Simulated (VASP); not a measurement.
# W (P6/mmm) in VASP: notebook

Runs on W. Level: PBE. Tasks: single point, relaxation of cell and atoms.

Everything below comes from runs of VASP 6.6.1. Logs are shortened: lines on timing, memory, paths and dates and some standing lists are left out, and cuts for length are marked.

### 1 The cell of the first run

It takes space group P6/mmm (No. 191, hexagonal). Conventional cell: a = 4.687 Å, b = 4.687 Å, c = 2.610 Å, α = 90.00°, β = 90.00°, γ = 120.00°. Within 3.4 Å of W (site symmetry 6/mmm) lie 14 W at 2.61 to 3.00 Å. W (site symmetry -6m2) has 11 W at 2.61 to 3.00 Å within 3.4 Å.

This isn't the form of W at room conditions, which is bcc.

### 2 Single point, PBE

INCAR

```
SYSTEM = W
PREC = Accurate ; ENCUT = 520
EDIFF = 1E-6 ; ISMEAR = -1
SIGMA = 0.1 ; LREAL = .False.
LASPH = .True. ; NELM = 60
ALGO = Normal ; ISIF = 2
LWAVE = .False. ; LCHARG = .True.
GGA = PE ; LELF = .True.
LVHAR = .True. ; NBANDS = 28
```

KPOINTS

```
regular mesh
0
Gamma
  10 10 16
  0 0 0
```

POSCAR

```
W
1.0
    4.6869182364      0.0000000000      0.0000000000
   -2.3434591182      4.0589902582      0.0000000000
    0.0000000000      0.0000000000      2.6096657432
W
3
Direct
    0.0000000000      1.0000000000      0.0000000000
    0.3333333333      0.6666666667      0.5000000000
    0.6666666667      0.3333333333      0.5000000000
```

Potentials or basis: VASP PAW PBE potentials, release 64 (W_sv).

Started as:

```sh
$ cat potpaw_PBE.64/W_sv/POTCAR > POTCAR
$ mpirun -np 1 vasp_std > vasp.out
```

OUTCAR:

```text
SYSTEM = W
   PREC = Accurate
   ENCUT = 520
   EDIFF = 1E-6
   ISMEAR = -1
   LREAL = .False.
   LASPH = .True.
   NELM = 60
   ISIF = 2
   GGA = PE

 ion  position               nearest neighbor table
   1  0.000  0.000  0.000-   2 3.00   3 3.00   2 3.00   3 3.00   3 3.00   3 3.00   2 3.00   2 3.00
                             3 3.00   3 3.00   2 3.00   2 3.00
   2  0.333  0.667  0.500-   3 2.71   3 2.71   3 2.71   1 3.00   1 3.00   1 3.00   1 3.00   1 3.00
                             1 3.00
   3  0.667  0.333  0.500-   2 2.71   2 2.71   2 2.71   1 3.00   1 3.00   1 3.00   1 3.00   1 3.00
                             1 3.00

  LATTYP: Found a hexagonal cell.
 ALAT       =     4.6869182364
 C/A-ratio  =     0.5567977958

  Lattice vectors:

 A1 = (   4.6869182364,   0.0000000000,   0.0000000000)
 A2 = (  -2.3434591182,   4.0589902582,   0.0000000000)
 A3 = (   0.0000000000,   0.0000000000,   2.6096657432)

Analysis of symmetry for initial positions (statically):
=====================================================================
 Subroutine PRICEL returns:
 Original cell was already a primitive cell.

 Routine SETGRP: Setting up the symmetry group for a
 hexagonal supercell.

 Subroutine GETGRP returns: Found 24 space group operations
 (whereof 24 operations were pure point group operations)
 out of a pool of 24 trial point group operations.

The static configuration has the point symmetry D_6h.

Analysis of symmetry for dynamics (positions and initial velocities):
=====================================================================
 Subroutine PRICEL returns:
 Original cell was already a primitive cell.

 Routine SETGRP: Setting up the symmetry group for a
 hexagonal supercell.

 Subroutine GETGRP returns: Found 24 space group operations
 (whereof 24 operations were pure point group operations)
 out of a pool of 24 trial point group operations.

The dynamic configuration has the point symmetry D_6h.

 Subroutine INISYM returns: Found 24 space group operations
 (whereof 24 operations are pure point group operations),
 and found     1 'primitive' translations

----------------------------------------------------------------------------------------

                                     Primitive cell

  volume of cell :      49.6467

  direct lattice vectors                    reciprocal lattice vectors
     4.686918236  0.000000000  0.000000000     0.213359813  0.123183346  0.000000000
    -2.343459118  4.058990258  0.000000000     0.000000000  0.246366691  0.000000000
     0.000000000  0.000000000  2.609665743     0.000000000  0.000000000  0.383190837

  length of vectors
     4.686918236  4.686918236  2.609665743     0.246366691  0.246366691  0.383190837

  position of ions in fractional coordinates (direct lattice)
     0.000000000  0.000000000  0.000000000
     0.333333333  0.666666667  0.500000000
     0.666666667  0.333333333  0.500000000

  ion indices of the primitive-cell ions
   primitive index   ion index
                 1           1
                 2           2
                 3           3

----------------------------------------------------------------------------------------

 KPOINTS: regular mesh

Automatic generation of k-mesh.
 Grid dimensions read from file:
 generate k-points for:   10   10   16

 Generating k-lattice:

  Cartesian coordinates                     Fractional coordinates (reciprocal lattice)
     0.021335981  0.012318335  0.000000000     0.100000000  0.000000000  0.000000000
     0.000000000  0.024636669  0.000000000     0.000000000  0.100000000  0.000000000
     0.000000000  0.000000000  0.023949427     0.000000000  0.000000000  0.062500000

  Length of vectors
     0.024636669  0.024636669  0.023949427

  Shift w.r.t. Gamma in fractional coordinates (k-lattice)
     0.000000000  0.000000000  0.000000000

 Subroutine IBZKPT returns following result:
 ===========================================

 Found    126 irreducible k-points:

 Following reciprocal coordinates:
            Coordinates               Weight
  0.000000  0.000000  0.000000      1.000000
  0.100000  0.000000  0.000000      6.000000
  0.200000  0.000000  0.000000      6.000000
  0.300000 -0.000000  0.000000      6.000000
  0.400000  0.000000  0.000000      6.000000
  0.500000 -0.000000  0.000000      3.000000
[... 16 lines left out ...]
  0.300000  0.100000  0.062500     24.000000
  0.400000  0.100000  0.062500     24.000000
 [... further k-points ...]
   k-points           NKPTS =    126   k-points in BZ     NKDIM =    126   number of bands    NBANDS=     28
   number of dos      NEDOS =    301   number of ions     NIONS =      3
   total plane-waves  NPLWV =  25920
   dimension x,y,z NGX =    36 NGY =   36 NGZ =   20
   dimension x,y,z NGXF=    72 NGYF=   72 NGZF=   40
   ions per type =               3
   NGX,Y,Z   is equivalent  to a cutoff of  12.77, 12.77, 12.74 a.u.
   NGXF,Y,Z  is equivalent  to a cutoff of  25.54, 25.54, 25.48 a.u.
 SYSTEM =  W
   PREC   = accura    normal or accurate (medium, high low for compatibility)
   ISTART =      0    job   : 0-new  1-cont  2-samecut
   ICHARG =      2    charge: 1-file 2-atom 10-const
   ISPIN  =      1    spin polarized calculation?
   LNONCOLLINEAR =      F non collinear calculations
   LSORBIT =      F    spin-orbit coupling
   LASPH  =      T    aspherical Exc in radial PAW
   ENCUT  =  520.0 eV  38.22 Ry    6.18 a.u.   8.71  8.71  4.85*2*pi/ulx,y,z
   NELM   =     60;   NELMIN=  2; NELMDL= -5     # of ELM steps
   EDIFF  = 0.1E-05   stopping-criterion for ELM
   LREAL  =      F    real-space projection
   EDIFFG = 0.1E-04   stopping-criterion for IOM
   NSW    =      0    number of steps for IOM
   IBRION =     -1    ionic relax: 0-MD 1-quasi-New 2-CG
   NFREE  =      0    steps in history (QN), initial steepest desc. (CG)
   ISIF   =      2    stress and relaxation
   ISYM   =      2    0-nonsym 1-usesym 2-fastsym
   POTIM  = 0.5000    time-step for ionic-motion
   TEBEG  =    0.0;   TEEND  =   0.0 temperature during run
   PSTRESS=    0.0 pullay stress
   NELECT =      42.0000    total number of electrons
   NUPDOWN=      -1.0000    fix difference up-down
   EMIN   =  10.00;   EMAX   =-10.00  energy-range for DOS
   EFERMI =   0.00;   METHOD = LEGACY
   ISMEAR =    -1;   SIGMA  =   0.10  broadening in eV -4-tet -1-fermi 0-gaus
   EFERMI_NEDOS =   21; number of points for ismear=-14 and -15
   IALGO  =     38    algorithm
   IMIX   =      4    mixing-type and parameters
     AMIX     =   0.40;   BMIX     =  1.00
     AMIX_MAG =   1.60;   BMIX_MAG =  1.00
  volume/ion in A,a.u.               =      16.55       111.68
  Fermi-wavevector in a.u.,A,eV,Ry     =   1.548322  2.925904 32.617243  2.397300
  Thomas-Fermi vector in A             =   2.653289
   LORBIT       =      0    0 simple, 1 ext, 2 COOP (PROOUT), +10 PAW based schemes
   GGA     = PE    functional components
[... 5 lines left out ...]
 non-spin polarized calculation
  energy-cutoff  :      520.00
  volume of cell :       49.65
 maximum number of plane-waves:      1360
 NGX is ok and might be reduce to    36
   NGX = 17   NGY = 17   NGZ =  9

 number of electron      42.0000000 magnetization

 Free energy of the ion-electron system (eV)
  ---------------------------------------------------
  ext. energy  EPLUGINS =         0.00000000
  ---------------------------------------------------
  free energy    TOTEN  =       -37.28788540 eV

  energy without entropy =      -37.17044860  energy(sigma->0) =      -37.22916700

 E-fermi :  10.6136     XC(G=0): -13.3714

 val. band max:       10.6128125678   @ k =   0.1000   0.0000   0.3125
 cond. band min:      10.6145450391   @ k =   0.0000   0.0000   0.3125
 fundamental gap:      0.0017324713
 Fermi energy:        10.6135985425

 k-point     1 :       0.0000    0.0000    0.0000
  band No.  band energies     occupation
      1     -63.4015      2.00000
      2     -63.2279      2.00000
      3     -63.1324      2.00000
      4     -27.7690      2.00000
      5     -27.7690      2.00000
      6     -27.7199      2.00000
[... 20 lines left out ...]
     27      15.9225      0.00000
     28      15.9225      0.00000

 k-point     2 :       0.1000    0.0000    0.0000
  band No.  band energies     occupation
      1     -63.4007      2.00000
      2     -63.2265      2.00000
      3     -63.1347      2.00000
      4     -27.8428      2.00000
      5     -27.8268      2.00000
      6     -27.6408      2.00000
[... 20 lines left out ...]
     27      15.6905      0.00000
     28      15.8886      0.00000

 k-point     3 :       0.2000    0.0000    0.0000
  band No.  band energies     occupation
      1     -63.3987      2.00000
      2     -63.2222      2.00000
      3     -63.1412      2.00000
      4     -27.9240      2.00000
      5     -27.8572      2.00000
      6     -27.5445      2.00000
[... 20 lines left out ...]
     27      15.1039      0.00000
     28      15.7853      0.00000

 k-point     4 :       0.3000   -0.0000    0.0000
  band No.  band energies     occupation
      1     -63.3963      2.00000
      2     -63.2151      2.00000
      3     -63.1509      2.00000
      4     -27.9874      2.00000
      5     -27.8332      2.00000
      6     -27.4594      2.00000
[... 20 lines left out ...]
     27      14.4368      0.00000
     28      15.6086      0.00000

 k-point     5 :       0.4000    0.0000    0.0000
  band No.  band energies     occupation
      1     -63.3944      2.00000
      2     -63.2067      2.00000
      3     -63.1613      2.00000
      4     -28.0275      2.00000
      5     -27.7561      2.00000
      6     -27.5014      2.00000
[... 20 lines left out ...]
     27      14.6440      0.00000
     28      14.8284      0.00000

 k-point     6 :       0.5000   -0.0000    0.0000
  band No.  band energies     occupation
      1     -63.3937      2.00000
      2     -63.2021      2.00000
      3     -63.1666      2.00000
      4     -28.0412      2.00000
      5     -27.6586      2.00000
      6     -27.6097      2.00000
[... 463 lines left out ...]
      5     -27.8613      2.00000
      6     -27.5591      2.00000
[... 20 lines left out ...]
     27      15.0502      0.00000
     28      15.6097      0.00000

 k-point    22 :       0.2000    0.1000    0.0625
  band No.  band energies     occupation
      1     -63.3930      2.00000
      2     -63.2139      2.00000
      3     -63.1433      2.00000
      4     -27.9347      2.00000
      5     -27.8657      2.00000
      6     -27.4896      2.00000
[... 20 lines left out ...]
     27      14.3717      0.00000
     28      15.4687      0.00000

 k-point    23 :       0.3000    0.1000    0.0625
  band No.  band energies     occupation
      1     -63.3909      2.00000
      2     -63.2056      2.00000
      3     -63.1538      2.00000
      4     -27.9803      2.00000
      5     -27.8146      2.00000
      6     -27.4840      2.00000
[... 20 lines left out ...]
     27      14.4905      0.00000
     28      15.2613      0.00000

 k-point    24 :       0.4000    0.1000    0.0625
  band No.  band energies     occupation
      1     -63.3897      2.00000
      2     -63.1978      2.00000
      3     -63.1629      2.00000
      4     -28.0047      2.00000
      5     -27.7168      2.00000
      6     -27.5878      2.00000
[... 20 lines left out ...]
     27      14.8456      0.00000
     28      14.9836      0.00000

 [... further k-points ...]

------------------------ aborting loop because EDIFF is reached ----------------------------------------

  FORCE on cell =-STRESS in cart. coord.  units (eV):
  Direction    XX          YY          ZZ          XY          YZ          ZX
  --------------------------------------------------------------------------------------
  -------------------------------------------------------------------------------------
  Total        0.1760433      0.1760433      0.1723443      0.0000000      0.0000000      0.0000000
  in kB        5.6811976      5.6811976      5.5618236      0.0000000      0.0000000      0.0000000
  external PRESSURE =       5.6414062 kB  Pullay stress =       0.0000000 kB

 VOLUME and BASIS-vectors are now :
 -----------------------------------------------------------------------------
  energy-cutoff  :      520.00
  volume of cell :       49.65
      direct lattice vectors                 reciprocal lattice vectors
     4.686918236  0.000000000  0.000000000     0.213359813  0.123183346  0.000000000
    -2.343459118  4.058990258  0.000000000     0.000000000  0.246366691  0.000000000
     0.000000000  0.000000000  2.609665743     0.000000000  0.000000000  0.383190837

 POSITION                                       TOTAL-FORCE (eV/Angst)
 -----------------------------------------------------------------------------------
      0.00000      0.00000      0.00000         0.000000      0.000000      0.000000
     -0.00000      2.70599      1.30483         0.000000      0.000000      0.000000
      2.34346      1.35300      1.30483        -0.000000      0.000000      0.000000
 -----------------------------------------------------------------------------------
    total drift:                                0.000000      0.000000     -0.000000

  FREE ENERGIE OF THE ION-ELECTRON SYSTEM (eV)
  ---------------------------------------------------
  free  energy   TOTEN  =       -37.2878854040 eV

  energy  without entropy=      -37.1704486041  energy(sigma->0) =      -37.22916700
```

Run time: 61 s. Hardware: 1 thread of Intel Xeon 6975P-C (Granite Rapids), shared host; peak memory 0.25 GiB.

Results:

```
Free energy            : -37.2879 eV
Pressure               : 0.6 GPa
Band gap on the k mesh : zero (bands 21 and 22 overlap by 0.63 eV)
```

Caveat: spin-orbit coupling is left out, which moves the levels of the heavy elements.

### 3 Relaxation of cell and atoms, PBE

This run uses another cell than the first one, of 15.85 Å³/atom.

INCAR

```
SYSTEM = W
  PREC = Accurate
  ENCUT = 600
  EDIFF = 1E-6
  ISMEAR = -1
  SIGMA = 0.1
  LREAL = .FALSE.
  LASPH = .TRUE.
  NELM = 100
  ALGO = Normal
  ISIF = 3
  LWAVE = .FALSE.
  LCHARG = .FALSE.
  GGA = PE
  IBRION = 2
  NSW = 80
  EDIFFG = -0.01
```

KPOINTS

```
Automatic mesh
0
G
  8 8 11
  0 0 0
```

POSCAR

```
W
1.0
    4.4740055658      0.0000000000      0.0000000000
   -2.2370027829      3.8746024767      0.0000000000
    0.0000000000      0.0000000000      2.7425654118
W
3
Direct
    0.0000000000      0.0000000000      0.0000000000
    0.3333333333      0.6666666667      0.5000000000
    0.6666666667      0.3333333333      0.5000000000
```

Potentials or basis: VASP PAW PBE potentials, release 64 (W_sv).

Started as:

```sh
$ cat potpaw_PBE.64/W_sv/POTCAR > POTCAR
$ mpirun -np 1 vasp_std > vasp.out
```

It took 4.1 min on 1 thread of Intel Xeon 6975P-C (Granite Rapids), shared host; peak memory 0.23 GiB.

Results (log left out):

```
Free energy                           : -37.2813 eV
Relaxed volume                        : 16.58 Å³/atom
Relaxed cell                          : a = 4.689 Å, b = 4.689 Å, c = 2.613 Å, α = 90.00°, β = 90.00°, γ = 120.00°
Space group after relaxing (to 0.1 Å) : P6/mmm (No. 191)
Energy gained by relaxing             : 164.5 meV/atom
Ionic steps                           : 10
Pressure after relaxing               : 0.0 GPa
Band gap on the k mesh                : zero (bands 21 and 22 overlap by 0.66 eV)
```

Stress tensor (GPa, compression positive):
```
-0.02  0.00  0.00
 0.00 -0.02  0.00
 0.00  0.00  0.07
```

The path:
```
step  energy change (eV)  largest force (eV/Å)  pressure (GPa)  volume (Å³)
   1              0.0000                0.0000           14.23        47.54
   2              0.4183                0.0000          -27.09        57.41
   3             -0.3979                0.0000           -9.25        51.52
   4             -0.3990                0.0000           -8.12        51.27
   5             -0.0381                0.0000           14.22        48.09
   6             -0.4881                0.0000           -2.98        50.31
   7             -0.4886                0.0000           -2.61        50.25
   8             -0.4887                0.0000           -2.47        50.22
   9             -0.4791                0.0000            4.58        48.93
  10             -0.4935                0.0000            0.01        49.75
```

Final structure:
```
W
1.0
     4.68893    0.00000    0.00000
    -2.34447    4.06073    0.00000
     0.00000    0.00000    2.61268
W
3
Cartesian
  0.0000 0.0000 0.0000
  0.0000 2.7072 1.3063
  2.3445 1.3536 1.3063
```

Levels at points of the mesh, in eV from the Fermi level:
```csv
k point,band 18,band 19,band 20,band 21,band 22,band 23,band 24,band 25
"(0.00, 0.00, 0.00)",-2.43,-2.43,-2.22,-0.27,-0.27,2.14,2.14,2.19
"(0.50, 0.00, 0.00)",-2.73,-2.17,-2.07,0.31,1.00,2.37,2.38,3.08
```

Caveat: spin-orbit coupling is left out, which moves the levels of the heavy elements.
